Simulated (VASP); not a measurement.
Runs of VASP 6.6.1 on Zr3MoF. The structure is that of space group Pm-3m (No. 221), or close to it. The cells are those of the table. 

```csv
task,spin,cell,k mesh,cutoff (eV),gap on the mesh (eV),pressure (GPa),moment (μB),relaxed volume (Å³/atom)
relaxation of cell and atoms,off,"relaxed from a = 5.041 Å, 5 atoms",8 × 8 × 8,600,none,0.0,-,26.01
single point,"collinear, ferromagnetic start","a = 5.041 Å, 5 atoms",4 × 4 × 4,520,none,0.1,0.00,-
single point,"collinear, ferromagnetic start","a = 4.470 Å, 5 atoms",4 × 4 × 4,520,none,51.1,0.00,-
single point,off,"a = 5.064 Å, 5 atoms",8 × 8 × 8,520,none,0.1,-,-
relaxation of cell and atoms,"collinear, ferromagnetic start","relaxed from a = 4.470 Å, 5 atoms",4 × 4 × 4,600,none,0.1,0.00,(a)
```

Alike in all rows: level PBE; potentials or basis VASP PAW PBE potentials, release 64 (Zr_sv, Mo_sv, F); smearing gaussian 0.1 eV.

Problem. Fill in the values left out.

Solution. (a) 25.57.

Caveats: an odd number of electrons without spin polarisation forces a metal (some runs); a magnetic or distorted state may lie lower (some runs); the volume moved by over 15 % at a fixed basis, so the end points are rough (some runs).

A k mesh can miss the band edges, and the runs leave out spin-orbit coupling on Mo, Zr.

A gap of «none» marks levels without a gap at the run's occupations.
